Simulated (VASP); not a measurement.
# Na4AlO (P-3m1) in VASP: relaxation of cell and atoms with PBE

Aim: the relaxation of cell and atoms of Na4AlO with PBE.

Everything below comes from runs of VASP 6.6.1. Logs are shortened: lines on timing, memory, paths and dates and some standing lists are left out, and cuts for length are marked.

### Step 1. The cell of the first run

The structure is trigonal, space group P-3m1 (No. 164). The conventional cell has a = 3.566 Å, b = 3.566 Å, c = 13.316 Å, α = 90.00°, β = 90.00°, γ = 120.00°. Within 3.0 Å of Na (site symmetry 3m) lie 3 O at 2.27 Å and 3 Na at 2.81 Å. Within 4.3 Å of Na (site symmetry 3m) lie 3 Al at 3.23 Å and 9 Na at 3.57 to 3.82 Å. Al (site symmetry -3m) has 6 Na at 3.23 Å and 6 Al at 3.57 Å within 4.3 Å. Within 3.0 Å of O (site symmetry -3m) lie 6 Na at 2.27 Å.

### Step 2. Relaxation of cell and atoms, PBE

File INCAR:

```
PREC = Accurate ; ENCUT = 600
EDIFF = 1E-7 ; ISMEAR = 0
SIGMA = 0.1 ; LREAL = F
LASPH = T ; NELM = 100
ALGO = Fast ; ISIF = 3
LWAVE = F ; LCHARG = F
GGA = PE ; IBRION = 2
NSW = 100 ; EDIFFG = -0.01
```

File KPOINTS:

```
regular mesh
0
Gamma
  12 12 4
```

File POSCAR:

```
Na4AlO
1.0
    3.5655953319      0.0000000000      0.0000000000
   -1.7827976660      3.0878961371      0.0000000000
    0.0000000000      0.0000000000     13.3164314917
Na Al O
4 1 1
Direct
    0.6666666667      0.3333333333      0.9283685660
    0.3333333333      0.6666666667      0.0716314340
    0.3333333333      0.6666666667      0.6870700381
    0.6666666667      0.3333333333      0.3129299619
    0.0000000000      0.0000000000      0.5000000000
    0.0000000000      0.0000000000      0.0000000000
```

Potentials or basis: VASP PAW PBE potentials, release 64 (Na_pv, Al, O).

On the command line:

```bash
> cat potpaw_PBE.64/Na_pv/POTCAR potpaw_PBE.64/Al/POTCAR potpaw_PBE.64/O/POTCAR > POTCAR
> mpirun -np 1 vasp_std > vasp.out
```

OUTCAR:

```text
PREC = Accurate
   ENCUT = 600
   EDIFF = 1E-7
   ISMEAR = 0
   LREAL = F
   LASPH = T
   NELM = 100
   ISIF = 3
   GGA = PE
   IBRION = 2
   NSW = 100
   EDIFFG = -0.01

 ion  position               nearest neighbor table
   1  0.667  0.333  0.928-   6 2.27   6 2.27   6 2.27
   2  0.333  0.667  0.072-   6 2.27   6 2.27   6 2.27
   3  0.333  0.667  0.687-
   4  0.667  0.333  0.313-
   5  0.000  0.000  0.500-
   6  0.000  0.000  0.000-   1 2.27   2 2.27   1 2.27   2 2.27   1 2.27   2 2.27

  LATTYP: Found a hexagonal cell.
 ALAT       =     3.5655953319
 C/A-ratio  =     3.7347007308

  Lattice vectors:

 A1 = (   3.5655953319,   0.0000000000,   0.0000000000)
 A2 = (  -1.7827976660,   3.0878961371,   0.0000000000)
 A3 = (   0.0000000000,   0.0000000000,  13.3164314917)

Analysis of symmetry for initial positions (statically):
=====================================================================
 Subroutine PRICEL returns:
 Original cell was already a primitive cell.

 Routine SETGRP: Setting up the symmetry group for a
 hexagonal supercell.

 Subroutine GETGRP returns: Found 12 space group operations
 (whereof 12 operations were pure point group operations)
 out of a pool of 24 trial point group operations.

The static configuration has the point symmetry D_3d.

Analysis of symmetry for dynamics (positions and initial velocities):
=====================================================================
 Subroutine PRICEL returns:
 Original cell was already a primitive cell.

 Routine SETGRP: Setting up the symmetry group for a
 hexagonal supercell.

 Subroutine GETGRP returns: Found 12 space group operations
 (whereof 12 operations were pure point group operations)
 out of a pool of 24 trial point group operations.

The dynamic configuration has the point symmetry D_3d.

 Subroutine INISYM returns: Found 12 space group operations
 (whereof 12 operations are pure point group operations),
 and found     1 'primitive' translations

----------------------------------------------------------------------------------------

                                     Primitive cell

  volume of cell :     146.6164

  direct lattice vectors                    reciprocal lattice vectors
     3.565595332  0.000000000  0.000000000     0.280458074  0.161922545  0.000000000
    -1.782797666  3.087896137  0.000000000     0.000000000  0.323845089  0.000000000
     0.000000000  0.000000000 13.316431492     0.000000000  0.000000000  0.075095194

  length of vectors
     3.565595332  3.565595332 13.316431492     0.323845089  0.323845089  0.075095194

  position of ions in fractional coordinates (direct lattice)
     0.666666667  0.333333333  0.928368566
     0.333333333  0.666666667  0.071631434
     0.333333333  0.666666667  0.687070038
     0.666666667  0.333333333  0.312929962
     0.000000000  0.000000000  0.500000000
     0.000000000  0.000000000  0.000000000

  ion indices of the primitive-cell ions
   primitive index   ion index
                 1           1
                 2           2
                 3           3
                 4           4
                 5           5
                 6           6

----------------------------------------------------------------------------------------

 KPOINTS: regular mesh

Automatic generation of k-mesh.
 Grid dimensions read from file:
 generate k-points for:   12   12    4

 Generating k-lattice:

  Cartesian coordinates                     Fractional coordinates (reciprocal lattice)
     0.023371506  0.013493545  0.000000000     0.083333333  0.000000000  0.000000000
     0.000000000  0.026987091  0.000000000     0.000000000  0.083333333  0.000000000
     0.000000000  0.000000000  0.018773798     0.000000000  0.000000000  0.250000000

  Length of vectors
     0.026987091  0.026987091  0.018773798

  Shift w.r.t. Gamma in fractional coordinates (k-lattice)
     0.000000000  0.000000000  0.000000000

 Subroutine IBZKPT returns following result:
 ===========================================

 Found     69 irreducible k-points:

 Following reciprocal coordinates:
            Coordinates               Weight
  0.000000  0.000000  0.000000      1.000000
  0.083333  0.000000  0.000000      6.000000
  0.166667 -0.000000  0.000000      6.000000
  0.250000  0.000000  0.000000      6.000000
  0.333333 -0.000000  0.000000      6.000000
  0.416667  0.000000  0.000000      6.000000
[... 16 lines left out ...]
  0.166667 -0.000000  0.250000      6.000000
  0.000000  0.166667  0.250000      6.000000
 [... further k-points ...]
   k-points           NKPTS =     69   k-points in BZ     NKDIM =     69   number of bands    NBANDS=     22
   number of dos      NEDOS =    301   number of ions     NIONS =      6
   total plane-waves  NPLWV =  84672
   dimension x,y,z NGX =    28 NGY =   28 NGZ =  108
   dimension x,y,z NGXF=    56 NGYF=   56 NGZF=  216
   ions per type =               4   1   1
   NGX,Y,Z   is equivalent  to a cutoff of  13.06, 13.06, 13.48 a.u.
   NGXF,Y,Z  is equivalent  to a cutoff of  26.11, 26.11, 26.97 a.u.
 SYSTEM =  unknown system
   PREC   = accura    normal or accurate (medium, high low for compatibility)
   ISTART =      0    job   : 0-new  1-cont  2-samecut
   ICHARG =      2    charge: 1-file 2-atom 10-const
   ISPIN  =      1    spin polarized calculation?
   LNONCOLLINEAR =      F non collinear calculations
   LSORBIT =      F    spin-orbit coupling
   LASPH  =      T    aspherical Exc in radial PAW
   ENCUT  =  600.0 eV  44.10 Ry    6.64 a.u.   7.12  7.12 26.60*2*pi/ulx,y,z
   NELM   =    100;   NELMIN=  2; NELMDL= -5     # of ELM steps
   EDIFF  = 0.1E-06   stopping-criterion for ELM
   LREAL  =      F    real-space projection
   EDIFFG = -.1E-01   stopping-criterion for IOM
   NSW    =    100    number of steps for IOM
   IBRION =      2    ionic relax: 0-MD 1-quasi-New 2-CG
   NFREE  =      1    steps in history (QN), initial steepest desc. (CG)
   ISIF   =      3    stress and relaxation
   ISYM   =      2    0-nonsym 1-usesym 2-fastsym
   POTIM  = 0.5000    time-step for ionic-motion
   TEBEG  =    0.0;   TEEND  =   0.0 temperature during run
   PSTRESS=    0.0 pullay stress
   NELECT =      37.0000    total number of electrons
   NUPDOWN=      -1.0000    fix difference up-down
   EMIN   =  10.00;   EMAX   =-10.00  energy-range for DOS
   EFERMI =   0.00;   METHOD = LEGACY
   ISMEAR =     0;   SIGMA  =   0.10  broadening in eV -4-tet -1-fermi 0-gaus
   EFERMI_NEDOS =   21; number of points for ismear=-14 and -15
   IALGO  =     68    algorithm
   IMIX   =      4    mixing-type and parameters
     AMIX     =   0.40;   BMIX     =  1.00
     AMIX_MAG =   1.60;   BMIX_MAG =  1.00
  volume/ion in A,a.u.               =      24.44       164.90
  Fermi-wavevector in a.u.,A,eV,Ry     =   1.034541  1.955000 14.561988  1.070276
  Thomas-Fermi vector in A             =   2.168842
   LORBIT       =      0    0 simple, 1 ext, 2 COOP (PROOUT), +10 PAW based schemes
   GGA     = PE    functional components
   LHFCALC =     F    Hartree Fock is set to
   AEXX    =    0.0000 exact exchange contribution
   IVDW    =     0    specifies the selected vdW correction
   LEPSILON=     F    determine dielectric tensor
   LRPA    =     F    only Hartree local field effects (RPA)
 conjugate gradient relaxation of ions
 non-spin polarized calculation
 RMM-DIIS sequential band-by-band and
 Gauss-broadening in eV      SIGMA  =   0.10
  energy-cutoff  :      600.00
  volume of cell :      146.62
 maximum number of plane-waves:      4932
   NGX = 15   NGY = 15   NGZ = 53

--------------------------------------- Ionic step        1  -------------------------------------------

 number of electron      37.0000016 magnetization

 Free energy of the ion-electron system (eV)
  ---------------------------------------------------
  ext. energy  EPLUGINS =         0.00000000
  ---------------------------------------------------
  free energy    TOTEN  =       -16.22904286 eV

  energy without entropy =      -16.21876824  energy(sigma->0) =      -16.22390555

------------------------ aborting loop because EDIFF is reached ----------------------------------------

  FORCE on cell =-STRESS in cart. coord.  units (eV):
  Direction    XX          YY          ZZ          XY          YZ          ZX
  --------------------------------------------------------------------------------------
  -------------------------------------------------------------------------------------
  Total        0.2586544      0.2586544      0.2285489     -0.0000000     -0.0000000      0.0000000
  in kB        2.8264929      2.8264929      2.4975096     -0.0000000     -0.0000000      0.0000000
  external PRESSURE =       2.7168318 kB  Pullay stress =       0.0000000 kB
[... 101 lines left out ...]
  FREE ENERGIE OF THE ION-ELECTRON SYSTEM (eV)
  ---------------------------------------------------
  free  energy   TOTEN  =       -16.2310040210 eV

  energy  without entropy=      -16.2208969376  energy(sigma->0) =      -16.22595048

[... ionic steps 4 to 7 ...]

--------------------------------------- Ionic step        8  -------------------------------------------

 number of electron      37.0000004 magnetization

------------------------ aborting loop because EDIFF is reached ----------------------------------------

  FORCE on cell =-STRESS in cart. coord.  units (eV):
  Direction    XX          YY          ZZ          XY          YZ          ZX
  --------------------------------------------------------------------------------------
  -------------------------------------------------------------------------------------
  Total       -0.0489239     -0.0489239      0.1149558      0.0000000      0.0000000     -0.0000000
  in kB       -0.5186239     -0.5186239      1.2186037      0.0000000      0.0000000     -0.0000000
  external PRESSURE =       0.0604520 kB  Pullay stress =       0.0000000 kB
[... 65 lines left out ...]
  energy  without entropy=      -16.2275192923  energy(sigma->0) =      -16.23220420

--------------------------------------- Ionic step       10  -------------------------------------------

 number of electron      37.0000013 magnetization

 Free energy of the ion-electron system (eV)
  ---------------------------------------------------
  ext. energy  EPLUGINS =         0.00000000
  ---------------------------------------------------
  free energy    TOTEN  =       -16.23721576 eV

  energy without entropy =      -16.22763857  energy(sigma->0) =      -16.23242717

 E-fermi :   0.9030     XC(G=0):  -7.3520

 val. band max:        0.8989149843   @ k =   0.2500   0.0000   0.5000
 cond. band min:       0.9057746472   @ k =   0.3333   0.1667   0.0000
 fundamental gap:      0.0068596630
 Fermi energy:         0.9030086895

 k-point     1 :       0.0000    0.0000    0.0000
  band No.  band energies     occupation
      1     -23.8303      2.00000
      2     -23.8297      2.00000
      3     -23.8076      2.00000
      4     -23.8076      2.00000
      5     -23.8076      2.00000
      6     -23.8076      2.00000
[... 574 lines left out ...]
      6     -23.8102      2.00000
[... 14 lines left out ...]
     21       3.7811      0.00000
     22       4.6033      0.00000

 [... further k-points ...]

------------------------ aborting loop because EDIFF is reached ----------------------------------------

  FORCE on cell =-STRESS in cart. coord.  units (eV):
  Direction    XX          YY          ZZ          XY          YZ          ZX
  --------------------------------------------------------------------------------------
  -------------------------------------------------------------------------------------
  Total        0.0122569      0.0122569     -0.0006407     -0.0000000      0.0000000      0.0000000
  in kB        0.1292402      0.1292402     -0.0067558     -0.0000000      0.0000000      0.0000000
  external PRESSURE =       0.0839082 kB  Pullay stress =       0.0000000 kB
[... 21 lines left out ...]
  FREE ENERGIE OF THE ION-ELECTRON SYSTEM (eV)
  ---------------------------------------------------
  free  energy   TOTEN  =       -16.2372157632 eV

  energy  without entropy=      -16.2276385696  energy(sigma->0) =      -16.23242717

 reached required accuracy - stopping structural energy minimisation
```

Run time: 23 min. Hardware: 1 thread of Oxide Virtual Turin-like, shared host; peak memory 0.42 GiB.

What came out:

```
Free energy                           : -16.2372 eV
Relaxed volume                        : 25.32 Å³/atom
Relaxed cell                          : a = 3.576 Å, b = 3.576 Å, c = 13.720 Å, α = 90.00°, β = 90.00°, γ = 120.00°
Space group after relaxing (to 0.1 Å) : P-3m1 (No. 164)
Energy gained by relaxing             : 1.4 meV/atom
Ionic steps                           : 10
Pressure after relaxing               : 0.0 GPa
Largest force after relaxing          : 0.003 eV/Å
Band gap on the k mesh                : zero (an odd number of electrons rules out a gap without spin polarisation)
```

Forces in eV/Å, atoms in the order of the input:
```
Na   0.000  0.000  0.001
Na   0.000  0.000 -0.001
Na   0.000  0.000  0.003
Na   0.000  0.000 -0.003
Al   0.000  0.000  0.000
O    0.000  0.000  0.000
```

The path:
```csv
step,energy change (eV),largest force (eV/Å),pressure (GPa),volume (Å³)
1,0.0000,0.0544,0.27,146.62
2,-0.0014,0.0578,0.12,147.50
3,-0.0020,0.0619,-0.03,148.52
4,-0.0026,0.0573,-0.03,148.67
5,-0.0043,0.0446,-0.01,149.12
6,-0.0062,0.0319,0.04,150.03
7,-0.0065,0.0510,0.05,150.48
8,-0.0073,0.0276,0.01,151.14
9,-0.0078,0.0104,-0.10,152.33
10,-0.0082,0.0033,0.01,151.95
```

Final structure:
```
Na Al O
1.0
     3.57609    0.00000    0.00000
    -1.78804    3.09698    0.00000
     0.00000    0.00000   13.71971
Na Al O
4 1 1
Direct
  0.66667 0.33333 0.92991
  0.33333 0.66667 0.07009
  0.33333 0.66667 0.67981
  0.66667 0.33333 0.32019
  0.00000 0.00000 0.50000
  0.00000 0.00000 0.00000
```

Caveat: an odd number of electrons without spin polarisation forces a metal; a magnetic or distorted state may lie lower.
